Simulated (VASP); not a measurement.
# CoO (P6_3mc) in VASP: further runs

CoO is run at these levels: PBEsol; tasks: single point.

All numbers are computed with VASP 6.6.1; they aren't measurements. Logs are shortened: lines on timing, memory, paths and dates and some standing lists are left out, and cuts for length are marked.

## Step 1: The cell of the first run

Symmetry: P6_3mc, No. 186, hexagonal system. Conventional cell: a = 2.847 Å, b = 2.847 Å, c = 5.898 Å, α = 90.00°, β = 90.00°, γ = 120.00°. Co (site symmetry 3m) has 4 O at 1.85 to 1.97 Å within 2.5 Å. Within 2.5 Å of O (site symmetry 3m) lie 4 Co at 1.85 to 1.97 Å.

## Step 2: Single point, PBEsol, collinear spin, antiferromagnetic start (10.35 Å³/atom)

Contents of INCAR:

```
SYSTEM = CoO
PREC = Accurate
ENCUT = 520
EDIFF = 1E-7
ISMEAR = 0
SIGMA = 0.2
LREAL = .False.
LASPH = .True.
NELM = 150
ALGO = Normal
ISIF = 2
LWAVE = .False.
LCHARG = .False.
ISPIN = 2
MAGMOM = -2.07 2.07 0.15 -0.15
LORBIT = 11
LMAXMIX = 4
GGA = PS
NBANDS = 27
```

Contents of KPOINTS:

```
regular mesh
0
Gamma
  18 18 8
  0 0 0
```

Contents of POSCAR:

```
CoO
1.0
    2.8467889009      0.0000000000      0.0000000000
   -1.4233944505      2.4653915074      0.0000000000
    0.0000000000      0.0000000000      5.8984104489
Co O
2 2
Direct
    0.0000000000      0.0000000000      0.0302624908
    0.3333333333      0.6666666667      0.5302625834
    0.0000000000      0.0000000000      0.3447377986
    0.3333333333      0.6666666667      0.8447381271
```

Potentials or basis: VASP PAW PBE potentials, release 64 (Co, O).

Run with:

```sh
$ cat potpaw_PBE.64/Co/POTCAR potpaw_PBE.64/O/POTCAR > POTCAR
$ mpirun -np 1 vasp_std > vasp.out
```

OUTCAR:

```text
SYSTEM = CoO
   PREC = Accurate
   ENCUT = 520
   EDIFF = 1E-7
   ISMEAR = 0
   LREAL = .False.
   LASPH = .True.
   NELM = 150
   ISIF = 2
   ISPIN = 2
   LORBIT = 11
   GGA = PS

 ion  position               nearest neighbor table
   1  0.000  0.000  0.030-   3 1.85   4 1.97   4 1.97   4 1.97
   2  0.333  0.667  0.530-   4 1.85   3 1.97   3 1.97   3 1.97
   3  0.000  0.000  0.345-   1 1.85   2 1.97   2 1.97   2 1.97
   4  0.333  0.667  0.845-   2 1.85   1 1.97   1 1.97   1 1.97

  LATTYP: Found a hexagonal cell.
 ALAT       =     2.8467889009
 C/A-ratio  =     2.0719521729

  Lattice vectors:

 A1 = (   2.8467889009,   0.0000000000,   0.0000000000)
 A2 = (  -1.4233944505,   2.4653915074,   0.0000000000)
 A3 = (   0.0000000000,   0.0000000000,   5.8984104489)

Analysis of symmetry for initial positions (statically):
=====================================================================
 Subroutine PRICEL returns:
 Original cell was already a primitive cell.

 Routine SETGRP: Setting up the symmetry group for a
 hexagonal supercell.

 Subroutine GETGRP returns: Found 12 space group operations
 (whereof  6 operations were pure point group operations)
 out of a pool of 24 trial point group operations.

The static configuration has the point symmetry C_3v.
 The point group associated with its full space group is C_6v.

Analysis of symmetry for dynamics (positions and initial velocities):
=====================================================================
 Subroutine PRICEL returns:
 Original cell was already a primitive cell.

 Routine SETGRP: Setting up the symmetry group for a
 hexagonal supercell.

 Subroutine GETGRP returns: Found 12 space group operations
 (whereof  6 operations were pure point group operations)
 out of a pool of 24 trial point group operations.

The dynamic configuration has the point symmetry C_3v.
 The point group associated with its full space group is C_6v.

Analysis of structural, dynamic, and magnetic symmetry:
=====================================================================
 Subroutine PRICEL returns:
 Original cell was already a primitive cell.

 Routine SETGRP: Setting up the symmetry group for a
 hexagonal supercell.

 Subroutine GETGRP returns: Found 12 space group operations
 (whereof  6 operations were pure point group operations)
 out of a pool of 24 trial point group operations.

The overall configuration has the point symmetry C_3v.
 The point group associated with its full space group is C_6v.

 Subroutine INISYM returns: Found 12 space group operations
 (whereof  6 operations are pure point group operations),
 and found     1 'primitive' translations

----------------------------------------------------------------------------------------

                                     Primitive cell

  volume of cell :      41.3977

  direct lattice vectors                    reciprocal lattice vectors
     2.846788901  0.000000000  0.000000000     0.351272973  0.202807545  0.000000000
    -1.423394451  2.465391507  0.000000000     0.000000000  0.405615091  0.000000000
     0.000000000  0.000000000  5.898410449     0.000000000  0.000000000  0.169537201

  length of vectors
     2.846788901  2.846788901  5.898410449     0.405615091  0.405615091  0.169537201

  position of ions in fractional coordinates (direct lattice)
     0.000000000  0.000000000  0.030262491
     0.333333333  0.666666667  0.530262583
     0.000000000  0.000000000  0.344737799
     0.333333333  0.666666667  0.844738127

  ion indices of the primitive-cell ions
   primitive index   ion index
                 1           1
                 2           2
                 3           3
                 4           4

----------------------------------------------------------------------------------------

 KPOINTS: regular mesh

Automatic generation of k-mesh.
 Grid dimensions read from file:
 generate k-points for:   18   18    8

 Generating k-lattice:

  Cartesian coordinates                     Fractional coordinates (reciprocal lattice)
     0.019515165  0.011267086  0.000000000     0.055555556  0.000000000  0.000000000
     0.000000000  0.022534172  0.000000000     0.000000000  0.055555556  0.000000000
     0.000000000  0.000000000  0.021192150     0.000000000  0.000000000  0.125000000

  Length of vectors
     0.022534172  0.022534172  0.021192150

  Shift w.r.t. Gamma in fractional coordinates (k-lattice)
     0.000000000  0.000000000  0.000000000

 Subroutine IBZKPT returns following result:
 ===========================================

 Found    185 irreducible k-points:

 Following reciprocal coordinates:
            Coordinates               Weight
  0.000000  0.000000  0.000000      1.000000
  0.055556 -0.000000  0.000000      6.000000
  0.111111 -0.000000  0.000000      6.000000
  0.166667 -0.000000  0.000000      6.000000
  0.222222 -0.000000  0.000000      6.000000
  0.277778  0.000000  0.000000      6.000000
[... 16 lines left out ...]
  0.333333  0.111111  0.000000     12.000000
  0.388889  0.111111  0.000000     12.000000
 [... further k-points ...]
   k-points           NKPTS =    185   k-points in BZ     NKDIM =    185   number of bands    NBANDS=     27
   number of dos      NEDOS =    301   number of ions     NIONS =      4
   total plane-waves  NPLWV =  27648
   dimension x,y,z NGX =    24 NGY =   24 NGZ =   48
   dimension x,y,z NGXF=    48 NGYF=   48 NGZF=   96
   ions per type =               2   2
   NGX,Y,Z   is equivalent  to a cutoff of  14.02, 14.02, 13.53 a.u.
   NGXF,Y,Z  is equivalent  to a cutoff of  28.03, 28.03, 27.06 a.u.
 SYSTEM =  CoO
   PREC   = accura    normal or accurate (medium, high low for compatibility)
   ISTART =      0    job   : 0-new  1-cont  2-samecut
   ICHARG =      2    charge: 1-file 2-atom 10-const
   ISPIN  =      2    spin polarized calculation?
   LNONCOLLINEAR =      F non collinear calculations
   LSORBIT =      F    spin-orbit coupling
   LASPH  =      T    aspherical Exc in radial PAW
   ENCUT  =  520.0 eV  38.22 Ry    6.18 a.u.   5.29  5.29 10.97*2*pi/ulx,y,z
   NELM   =    150;   NELMIN=  2; NELMDL= -5     # of ELM steps
   EDIFF  = 0.1E-06   stopping-criterion for ELM
   LREAL  =      F    real-space projection
   EDIFFG = 0.1E-05   stopping-criterion for IOM
   NSW    =      0    number of steps for IOM
   IBRION =     -1    ionic relax: 0-MD 1-quasi-New 2-CG
   NFREE  =      0    steps in history (QN), initial steepest desc. (CG)
   ISIF   =      2    stress and relaxation
   ISYM   =      2    0-nonsym 1-usesym 2-fastsym
   POTIM  = 0.5000    time-step for ionic-motion
   TEBEG  =    0.0;   TEEND  =   0.0 temperature during run
   PSTRESS=    0.0 pullay stress
   NELECT =      30.0000    total number of electrons
   NUPDOWN=      -1.0000    fix difference up-down
   EMIN   =  10.00;   EMAX   =-10.00  energy-range for DOS
   EFERMI =   0.00;   METHOD = LEGACY
   ISMEAR =     0;   SIGMA  =   0.20  broadening in eV -4-tet -1-fermi 0-gaus
   EFERMI_NEDOS =   21; number of points for ismear=-14 and -15
   IALGO  =     38    algorithm
   IMIX   =      4    mixing-type and parameters
     AMIX     =   0.40;   BMIX     =  1.00
     AMIX_MAG =   1.60;   BMIX_MAG =  1.00
  volume/ion in A,a.u.               =      10.35        69.84
  Fermi-wavevector in a.u.,A,eV,Ry     =   1.470471  2.778788 29.419682  2.162286
  Thomas-Fermi vector in A             =   2.585724
   LORBIT       =     11    0 simple, 1 ext, 2 COOP (PROOUT), +10 PAW based schemes
   GGA     = PS    functional components
   LHFCALC =     F    Hartree Fock is set to
   AEXX    =    0.0000 exact exchange contribution
   IVDW    =     0    specifies the selected vdW correction
   LEPSILON=     F    determine dielectric tensor
   LRPA    =     F    only Hartree local field effects (RPA)
 spin polarized calculation
 Gauss-broadening in eV      SIGMA  =   0.20
  energy-cutoff  :      520.00
  volume of cell :       41.40
 maximum number of plane-waves:      1132
 NGX is ok and might be reduce to    24
   NGX = 11   NGY = 11   NGZ = 21

 number of electron      30.0000008 magnetization      -0.0000000

 number of electron      30.0000008 magnetization       0.0000000

 Free energy of the ion-electron system (eV)
  ---------------------------------------------------
  ext. energy  EPLUGINS =         0.00000000
  ---------------------------------------------------
  free energy    TOTEN  =       -28.59624954 eV

  energy without entropy =      -28.49706324  energy(sigma->0) =      -28.54665639

 E-fermi :   6.5607     XC(G=0): -12.1604

 val. band max:        6.5604033895   @ k =   0.1111   0.0556   0.2500
 cond. band min:       6.5632100230   @ k =   0.3333  -0.0000   0.0000
 fundamental gap:      0.0028066335
 Fermi energy:         6.5607148333

 spin component 1

 k-point     1 :       0.0000    0.0000    0.0000
  band No.  band energies     occupation
      1     -13.3213      1.00000
      2     -12.6884      1.00000
      3      -1.1451      1.00000
      4       0.1006      1.00000
      5       1.7433      1.00000
      6       1.7433      1.00000
[... 709 lines left out ...]
     26      22.8219      0.00000
     27      23.4387      0.00000

 [... further k-points ...]

 spin component 2

 k-point     1 :       0.0000    0.0000    0.0000
  band No.  band energies     occupation
      1     -13.3213      1.00000
      2     -12.6884      1.00000
      3      -1.1451      1.00000
      4       0.1006      1.00000
      5       1.7432      1.00000
      6       1.7432      1.00000
[... 709 lines left out ...]
     26      22.8219      0.00000
     27      23.4387      0.00000

 [... further k-points ...]

------------------------ aborting loop because EDIFF is reached ----------------------------------------

  FORCE on cell =-STRESS in cart. coord.  units (eV):
  Direction    XX          YY          ZZ          XY          YZ          ZX
  --------------------------------------------------------------------------------------
  -------------------------------------------------------------------------------------
  Total       -2.3831009     -2.3831009     -2.6402843      0.0000000      0.0000000      0.0000000
  in kB      -92.2309896    -92.2309896   -102.1845225      0.0000000      0.0000000      0.0000000
  external PRESSURE =     -95.5488339 kB  Pullay stress =       0.0000000 kB

 VOLUME and BASIS-vectors are now :
 -----------------------------------------------------------------------------
  energy-cutoff  :      520.00
  volume of cell :       41.40
      direct lattice vectors                 reciprocal lattice vectors
     2.846788901  0.000000000  0.000000000     0.351272973  0.202807545  0.000000000
    -1.423394451  2.465391507  0.000000000     0.000000000  0.405615091  0.000000000
     0.000000000  0.000000000  5.898410449     0.000000000  0.000000000  0.169537201

 POSITION                                       TOTAL-FORCE (eV/Angst)
 -----------------------------------------------------------------------------------
      0.00000      0.00000      0.17850         0.000000     -0.000000     -0.024570
     -0.00000      1.64359      3.12771        -0.000000      0.000000     -0.024570
      0.00000      0.00000      2.03341         0.000000      0.000000      0.024570
     -0.00000      1.64359      4.98261        -0.000000     -0.000000      0.024570
 -----------------------------------------------------------------------------------
    total drift:                                0.000000     -0.000000      0.001200

  FREE ENERGIE OF THE ION-ELECTRON SYSTEM (eV)
  ---------------------------------------------------
  free  energy   TOTEN  =       -28.5962495443 eV

  energy  without entropy=      -28.4970632419  energy(sigma->0) =      -28.54665639

 total charge

# of ion       s       p       d       tot
------------------------------------------
    1        0.375   0.494   7.195   8.065
    2        0.375   0.494   7.195   8.065
    3        1.559   3.399   0.000   4.959
    4        1.559   3.399   0.000   4.959
--------------------------------------------------
tot          3.870   7.787  14.390  26.047

 magnetization (x)

# of ion       s       p       d       tot
------------------------------------------
    1       -0.008  -0.001  -2.098  -2.107
    2        0.008   0.001   2.098   2.107
    3        0.009   0.107   0.000   0.116
    4       -0.009  -0.107   0.000  -0.116
--------------------------------------------------
tot          0.000   0.000   0.000   0.000
```

It took 12 min on 1 thread of Oxide Virtual Turin-like, shared host; peak memory 0.37 GiB.

Results:

```yaml
Free_energy: -28.5962 eV
Pressure: -9.6 GPa
Largest_force: 0.025 eV/Å
Band_gap_on_the_k_mesh: zero (filled and empty bands overlap)
Net_moment: 0.00 μB per cell
Site_moments: Co -2.11, +2.11; O +0.12, -0.12 μB
Valence_electrons_inside_the_program's_atomic_spheres: Co 8.06; O 4.96
```

Forces on the atoms (eV/Å):
```
Co   0.000  0.000 -0.025
Co   0.000  0.000 -0.025
O    0.000  0.000  0.025
O    0.000  0.000  0.025
```

Caveat: the cell stands under tension; the PAW data sets were made with another functional, which shifts forces and pressure a little; semilocal functionals often make such compounds metallic where correlation or magnetic order opens a gap, which also shifts bond lengths. With open d or f shells a metallic result of PBEsol can be an artefact of self-interaction; +U or a hybrid may open a gap.

## Step 3: Single point, PBEsol, collinear spin, antiferromagnetic start (10.77 Å³/atom)

This run uses another cell than the first one, of 10.77 Å³/atom.

Contents of INCAR:

```
SYSTEM = CoO
PREC = Accurate ; ENCUT = 520
EDIFF = 1E-6 ; ISMEAR = 0
SIGMA = 0.2 ; LREAL = .False.
LASPH = .True. ; NELM = 150
ALGO = Normal ; ISIF = 2
LWAVE = .False. ; LCHARG = .False.
ISPIN = 2 ; MAGMOM = -2.07 2.07 0.15 -0.15
LORBIT = 11 ; LMAXMIX = 4
GGA = PS ; NBANDS = 27
```

KPOINTS is that of step 2.

Contents of POSCAR:

```
CoO
1.0
    3.0741996787      0.0000000000      0.0000000000
   -1.5370998393      2.6623350180      0.0000000000
    0.0000000000      0.0000000000      5.2644798590
Co O
2 2
Direct
    0.0000000000      0.0000000000      0.0086946505
    0.3333333333      0.6666666667      0.5086945044
    0.0000000000      0.0000000000      0.3663065679
    0.3333333333      0.6666666667      0.8663052770
```

Potentials or basis: VASP PAW PBE potentials, release 64 (Co, O).

Run with:

```sh
$ cat potpaw_PBE.64/Co/POTCAR potpaw_PBE.64/O/POTCAR > POTCAR
$ mpirun -np 1 vasp_std > vasp.out
```

It took 11 min on 1 thread of Oxide Virtual Turin-like, shared host; peak memory 0.37 GiB.

It converged, with:

| Quantity | Value |
| --- | --- |
| Free energy | -28.5702 eV |
| Pressure | -2.7 GPa |
| Largest force | 0.017 eV/Å |
| Band gap on the k mesh | zero (filled and empty bands overlap) |
| Net moment | 0.00 μB per cell |
| Site moments | Co -2.06, +2.06; O +0.14, -0.14 μB |
| Valence electrons inside the program's atomic spheres | Co 8.13; O 4.98 |

Forces on the atoms (eV/Å):
```
Co   0.000  0.000 -0.017
Co   0.000  0.000 -0.017
O    0.000  0.000  0.017
O    0.000  0.000  0.017
```

Stress tensor (GPa, compression positive):
```
-2.63  0.00  0.00
 0.00 -2.63  0.00
 0.00  0.00 -2.78
```

Levels at points of the mesh, in eV from the Fermi level:
Spin up:
| k point | band 13 | band 14 | band 15 | band 16 | band 17 | band 18 |
| --- | --- | --- | --- | --- | --- | --- |
| (0.00, 0.00, 0.00) | -0.99 | 0.04 | 0.04 | 0.21 | 1.69 | 1.93 |
| (0.50, 0.00, 0.00) | -1.25 | -0.36 | -0.22 | -0.04 | 0.63 | 1.24 |
| (0.00, 0.00, 0.50) | -0.95 | 0.13 | 0.13 | 0.66 | 1.75 | 1.75 |
| (0.50, 0.00, 0.50) | -1.05 | -0.49 | -0.16 | -0.05 | 0.68 | 1.06 |
Spin down:
```
           k point  band 12  band 13  band 14  band 15  band 16  band 17  band 18  band 19
(0.00, 0.00, 0.00)    -1.00    -1.00     0.04     0.04     0.21     1.69     1.93     1.93
(0.50, 0.00, 0.00)    -1.87    -1.25    -0.36    -0.22    -0.04     0.63     1.24     6.08
(0.00, 0.00, 0.50)    -0.95    -0.95     0.13     0.13     0.66     1.75     1.75     2.76
(0.50, 0.00, 0.50)    -1.71    -1.05    -0.49    -0.16    -0.05     0.68     1.06     5.64
```

Caveat: the PAW data sets were made with another functional, which shifts forces and pressure a little; semilocal functionals often make such compounds metallic where correlation or magnetic order opens a gap, which also shifts bond lengths.

## Step 4: Single point, PBEsol, collinear spin, antiferromagnetic start

This run uses another cell than the first one, of 10.58 Å³/atom.

Contents of INCAR:

```
SYSTEM = CoO
ALGO = Normal
EDIFF = 1E-7
ENCUT = 520
GGA = PS
ISIF = 2
ISMEAR = 0
ISPIN = 2
LASPH = .True.
LCHARG = .False.
LMAXMIX = 4
LORBIT = 11
LREAL = .False.
LWAVE = .False.
MAGMOM = -2.02 2.02 0.14 -0.14
NBANDS = 27
NELM = 150
PREC = Accurate
SIGMA = 0.1
```

Contents of KPOINTS:

```
k-points
0
Gamma
  18 18 8
  0 0 0
```

Contents of POSCAR:

```
CoO
1.0
    3.0504958688      0.0000000000      0.0000000000
   -1.5252479344      2.6418069165      0.0000000000
    0.0000000000      0.0000000000      5.2535343033
Co O
2 2
Direct
    0.0000000000      0.0000000000      0.0095000581
    0.3333333333      0.6666666667      0.5095004770
    0.0000000000      0.0000000000      0.3655001831
    0.3333333333      0.6666666667      0.8655002818
```

Run with:

```sh
$ cat potpaw_PBE.64/Co/POTCAR potpaw_PBE.64/O/POTCAR > POTCAR
$ mpirun -np 1 vasp_std > vasp.out
```

Run time: 12 min. Hardware: 1 thread of Oxide Virtual Turin-like, shared host; peak memory 0.37 GiB.

Results (log left out):

| Quantity | Value |
| --- | --- |
| Free energy | -28.5383 eV |
| Pressure | -0.2 GPa |
| Largest force | 0.021 eV/Å |
| Band gap on the k mesh | zero (filled and empty bands overlap) |
| Net moment | 0.00 μB per cell |
| Site moments | Co -2.02, +2.02; O +0.14, -0.14 μB |
| Valence electrons inside the program's atomic spheres | Co 8.17; O 4.99 |

Forces in eV/Å, atoms in the order of the input:
```
Co   0.000  0.000 -0.021
Co   0.000  0.000 -0.021
O    0.000  0.000  0.021
O    0.000  0.000  0.021
```

Stress tensor (GPa, compression positive):
```
-0.18  0.00  0.00
 0.00 -0.18  0.00
 0.00  0.00 -0.28
```

Levels at points of the mesh, in eV from the Fermi level:
Spin up:
| k point | band 13 | band 14 | band 15 | band 16 | band 17 | band 18 |
| --- | --- | --- | --- | --- | --- | --- |
| (0.00, 0.00, 0.00) | -1.01 | 0.06 | 0.06 | 0.22 | 1.74 | 1.96 |
| (0.50, 0.00, 0.00) | -1.23 | -0.38 | -0.21 | -0.04 | 0.63 | 1.28 |
| (0.00, 0.00, 0.50) | -0.97 | 0.16 | 0.16 | 0.62 | 1.77 | 1.77 |
| (0.50, 0.00, 0.50) | -1.02 | -0.50 | -0.15 | -0.06 | 0.67 | 1.08 |
Spin down:
```tsv
k point	band 13	band 14	band 15	band 16	band 17	band 18
(0.00, 0.00, 0.00)	-1.01	0.06	0.06	0.22	1.74	1.96
(0.50, 0.00, 0.00)	-1.23	-0.38	-0.21	-0.04	0.63	1.28
(0.00, 0.00, 0.50)	-0.97	0.16	0.16	0.62	1.77	1.77
(0.50, 0.00, 0.50)	-1.02	-0.50	-0.15	-0.06	0.67	1.08
```

Caveat: the PAW data sets were made with another functional, which shifts forces and pressure a little; semilocal functionals often make such compounds metallic where correlation or magnetic order opens a gap, which also shifts bond lengths. With open d or f shells a metallic result of PBEsol can be an artefact of self-interaction; +U or a hybrid may open a gap.

## Step 5: Summary

| cell | smearing | gap on the mesh (eV) | pressure (GPa) | moment (μB) | largest force (eV/Å) |
| --- | --- | --- | --- | --- | --- |
| a = 2.847, b = 2.847, c = 5.898 Å, angles 90.0, 90.0, 120.0°, 4 atoms, atomic positions A | gaussian 0.2 eV | none | -9.6 | 0.00 | 0.02 |
| a = 3.074, b = 3.074, c = 5.264 Å, angles 90.0, 90.0, 120.0°, 4 atoms, atomic positions B | gaussian 0.2 eV | none | -2.7 | 0.00 | 0.02 |
| a = 3.050, b = 3.050, c = 5.254 Å, angles 90.0, 90.0, 120.0°, 4 atoms, atomic positions B | gaussian 0.1 eV | none | -0.2 | 0.00 | 0.02 |

Alike in all rows: task single point; level PBEsol; potentials or basis VASP PAW PBE potentials, release 64 (Co, O); spin collinear, antiferromagnetic start; k mesh 18 × 18 × 8; cutoff (eV) 520.

Caveats: the PAW data sets were made with another functional, which shifts forces and pressure a little; semilocal functionals often make such compounds metallic where correlation or magnetic order opens a gap, which also shifts bond lengths; the cell stands under tension (at least some runs).

Total energies depend on the potentials used, so only differences within one code and one set of settings carry meaning.
